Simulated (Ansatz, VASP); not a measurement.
**LaB6: VASP beside Ansatz**

```
CELL_PARAMETERS angstrom
4.12983 0.00000 0.00000
0.00000 4.12983 0.00000
0.00000 0.00000 4.12983
ATOMIC_POSITIONS crystal
La 0.00000 0.00000 0.00000
B 0.19967 0.50000 0.50000
B 0.50000 0.19967 0.50000
B 0.80033 0.50000 0.50000
B 0.50000 0.80033 0.50000
B 0.50000 0.50000 0.19967
B 0.50000 0.50000 0.80033
```

Alike in both runs: functional PBEsol; k mesh 8 × 8 × 8; occupations gaussian, width 0.1 eV; no spin polarisation.

Ansatz relaxed the structure, and its values are those at the end. VASP's run is a single point on that final structure, the one shown.

```csv
,VASP,Ansatz
version,VASP 6.6.1,Ansatz 0.2.0
potentials or method,"VASP PAW PBE potentials, release 64 (La, B), cutoff 520 eV","scalar-relativistic, plane waves, PAW"
valence electrons in the cell,29,29
```

Ansatz gave:

| Item | Value |
| --- | --- |
| gap on the k mesh at the Fermi level (eV) | none |
| pressure (GPa) | 0.0 |
| rms of the force components (eV/Å) | 0.001 |

Q: Estimate VASP's values.

A: gap on the k mesh at the Fermi level (eV): none; pressure (GPa): 0.1; rms of the force components (eV/Å): 0.016.

VASP's potentials were made for PBE, not for PBEsol. A gap of «none» marks a metal or a gap that the smearing closes.

Neither program's run includes spin-orbit coupling.
